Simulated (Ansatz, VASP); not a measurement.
**One calculation of Ni, two programs**

File POSCAR:

```
Ni
1.0
    0.0000000000      1.7275386918      1.7275386918
    1.7275386918      0.0000000000      1.7275386918
    1.7275386918      1.7275386918      0.0000000000
Ni
1
Direct
    0.0000000000      0.0000000000      0.0000000000
```

Contents of INCAR.step1:

```
SYSTEM = Ni
PREC = Accurate ; ENCUT = 520
ISMEAR = 0 ; SIGMA = 0.05
LREAL = .False. ; LASPH = .True.
NELM = 150 ; ISPIN = 2
MAGMOM = 0.9 ; LMAXMIX = 4
NBANDS = 15 ; GGA = PE
ALGO = Normal ; EDIFF = 1E-4
LWAVE = .True. ; LCHARG = .False.
```

INCAR.step2

```
SYSTEM = Ni
PREC = Accurate ; ENCUT = 520
EDIFF = 1E-7 ; ISMEAR = 0
SIGMA = 0.05 ; LREAL = .False.
LASPH = .True. ; NELM = 150
ALGO = Normal ; ISIF = 2
LWAVE = .False. ; LCHARG = .False.
ISPIN = 2 ; MAGMOM = 0.9
LORBIT = 11 ; LMAXMIX = 4
METAGGA = R2SCAN ; LMIXTAU = .True.
NBANDS = 15 ; ISTART = 1
```

KPOINTS

```
Automatic mesh
0
Gamma
  22 22 22
  0 0 0
```

Input for Ansatz:

```yaml
crystal:
  lattice:
    - [0.0, 1.7275386918, 1.7275386918]
    - [1.7275386918, 0.0, 1.7275386918]
    - [1.7275386918, 1.7275386918, 0.0]
  atoms:
    - { symbol: Ni, position: [0.0, 0.0, 0.0], spin: 0.9 }
basis:
  ecutwfc: 500
  ecutrho_ratio: 4
kpoints:
  mp_grid: { grid: [22, 22, 22] }
hamiltonian:
  xc: r2scan
scf:
  occupations: { method: gaussian, width: 0.05 }
output:
  forces: true
  stress: true
  eigenvalues: true
  populations: true
magnetization:
  spin_polarized: true
```

Alike in both runs: task single point; functional r2SCAN; k mesh 22 × 22 × 22; occupations gaussian, width 0.05 eV; collinear spin.

```csv
,VASP,Ansatz
version,VASP 6.6.1,Ansatz 0.2.0
potentials or method,"VASP PAW PBE potentials, release 64 (Ni), cutoff 520 eV","scalar-relativistic, plane waves, PAW"
valence electrons in the cell,10,18
```

Ansatz gave:

```
gap on the k mesh at the Fermi level (eV)                     : none
pressure (GPa)                                                : 4.5
net moment per atom (μB)                                      : 0.74
size of the moment on the site where the two differ most (μB) : 0.80
```

Task: Which values does VASP return?

Result: gap on the k mesh at the Fermi level (eV): none; pressure (GPa): 4.7; net moment per atom (μB): 0.71; size of the moment on the site where the two differ most (μB): 0.72.

VASP's potentials were made for PBE, not for r2SCAN. Site moments also hang on the region over which each program counts them. A gap of «none» marks a metal or a gap that the smearing closes. The functional is the same, so the differences come from potentials, cutoffs and numerics. VASP's potentials hold 10 valence electrons a cell and Ansatz's 18, so a difference there can come from the potentials and not from the codes. Ansatz's warnings: stability check not made.
